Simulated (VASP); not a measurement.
Te:

```xyz
3
Lattice="4.6322 0.0000 0.0000 -2.3161 4.0116 0.0000 0.0000 0.0000 5.9240" Properties=species:S:1:pos:R:3 pbc="T T T"
Te    1.6931    2.9325    0.0000
Te   -0.6230    1.0791    3.9493
Te    1.2461    0.0000    1.9747
```

* Program: VASP 6.6.1
* Task: relaxation of the atoms
* Functional: PBE
* Potentials or basis: VASP PAW PBE potentials, release 64 (Te)
* Cutoff: 520 eV
* k mesh: 6 × 6 × 4
* Occupations: fermi-dirac, width 0.05 eV
* Spin: no spin polarisation

At the start: pressure -1.5 GPa; volume 36.69 Å³/atom.

How do energy, volume and symmetry change on relaxing?

Over 4 steps the energy falls by 4.9 meV/atom; space group P3_121 (No. 152, to 0.1 Å) before and after.

Step by step:
```tsv
step	energy change (eV)	largest force (eV/Å)	pressure (GPa)
1	0.0000	0.2234	-1.51
2	-0.0064	0.1719	-1.28
3	-0.0145	0.0252	-0.66
4	-0.0146	0.0030	-0.55
```

Final structure:
```
CELL_PARAMETERS angstrom
4.63216 0.00000 0.00000
-2.31608 4.01157 0.00000
0.00000 0.00000 5.92400
ATOMIC_POSITIONS crystal
Te 0.74001 0.74001 0.00000
Te 0.00000 0.25999 0.66667
Te 0.25999 0.00000 0.33333
```
